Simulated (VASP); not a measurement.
A run of VASP 6.6.1 is set up as follows.

File INCAR:

```
SYSTEM = ZnS
  PREC = Accurate
  ENCUT = 520
  EDIFF = 1E-6
  ISMEAR = 0
  SIGMA = 0.02
  LREAL = .FALSE.
  LASPH = .TRUE.
  NELM = 80
  ALGO = Normal
  ISIF = 2
  LWAVE = .FALSE.
  LCHARG = .TRUE.
  GGA = PS
  LELF = .TRUE.
  LVHAR = .TRUE.
  NBANDS = 26
```

File KPOINTS:

```
Automatic mesh
0
G
  6 6 4
  0 0 0
```

The input POSCAR:

```
ZnS
1.0
    3.7813979448      0.0000000028      0.0000000000
   -1.8906989749      3.2747866806      0.0000000000
    0.0000000000      0.0000000000      6.2074428173
Zn S
2 2
Direct
    0.3333333333      0.6666666667      0.5024422975
    0.6666666667      0.3333333333      0.0024422975
    0.6666666667      0.3333333333      0.3765677025
    0.3333333333      0.6666666667      0.8765677025
```

Potentials or basis: VASP PAW PBE potentials, release 64 (Zn, S).

Run with:

```bash
$ cat potpaw_PBE.64/Zn/POTCAR potpaw_PBE.64/S/POTCAR > POTCAR
$ mpirun -np 1 vasp_std > vasp.out
```

Q: What does it give for the pressure?

A: 0.2 GPa.

Q: Predict the band gap on the k mesh.

A: 2.16 eV, direct.

Forces in eV/Å, atoms in the order of the input:
```
Zn   0.000  0.000  0.002
Zn   0.000  0.000  0.002
S    0.000  0.000 -0.002
S    0.000  0.000 -0.002
```

Caveat: the PAW data sets were made with another functional, which shifts forces and pressure a little. PBEsol gaps usually lie below the measured ones, often by a third to a half.
